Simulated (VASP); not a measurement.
Wanted: the native input for a VASP 6.6.1 run.

```yaml
Task: single point
Functional: r2SCAN
Potentials_or_basis: VASP PAW PBE potentials, release 64 (Cd, F)
Cutoff: 520 eV
k_mesh: 10 × 10 × 10
Occupations: fermi-dirac, width 0.02 eV
Spin: no spin polarisation
Dipole_correction: no
Further_INCAR_settings: ALGO = Normal; EDIFF = 1e-06; NBANDS = 20
```

CdF2:

```
CELL_PARAMETERS angstrom
0.00000 2.71345 2.71345
2.71345 0.00000 2.71345
2.71345 2.71345 0.00000
ATOMIC_POSITIONS crystal
Cd 0.00000 0.00000 0.00000
F 0.25000 0.25000 0.25000
F 0.75000 0.75000 0.75000
```

The input as run:

POSCAR

```
CdF2
1.0
    0.0000000000      2.7134482900      2.7134482900
    2.7134482900      0.0000000000      2.7134482900
    2.7134482900      2.7134482900      0.0000000000
Cd F
1 2
Direct
    0.0000000000      0.0000000000      0.0000000000
    0.2500000000      0.2500000000      0.2500000000
    0.7500000000      0.7500000000      0.7500000000
```

INCAR.step1

```
ALGO = Normal
EDIFF = 1E-4
ENCUT = 520
GGA = PE
ISMEAR = -1
LASPH = T
LCHARG = F
LREAL = F
LWAVE = T
NBANDS = 20
NELM = 60
PREC = Accurate
SIGMA = 0.02
```

INCAR.step2

```
ALGO = Normal
EDIFF = 1E-6
ENCUT = 520
ISIF = 2
ISMEAR = -1
ISTART = 1
LASPH = T
LCHARG = F
LMIXTAU = T
LREAL = F
LWAVE = F
METAGGA = R2SCAN
NBANDS = 20
NELM = 60
PREC = Accurate
SIGMA = 0.02
```

KPOINTS

```
k-points
0
Gamma
  10 10 10
```

Potentials or basis: VASP PAW PBE potentials, release 64 (Cd, F).

Run with:

```bash
$ cat potpaw_PBE.64/Cd/POTCAR potpaw_PBE.64/F/POTCAR > POTCAR
$ cp INCAR.step1 INCAR
$ mpirun -np 1 vasp_std > vasp.out
$ cp INCAR.step2 INCAR
$ mpirun -np 1 vasp_std > vasp.out
```

It gave:

```yaml
Pressure: -1.4 GPa
Band_gap_on_the_k_mesh: 3.68 eV (least direct gap 4.20 eV)
```

Caveat: the PAW data sets were made with another functional, which shifts forces and pressure a little.

It took 2.5 min on 1 thread of Intel Xeon 8259CL, on a shared host, peak memory 0.19 GiB.
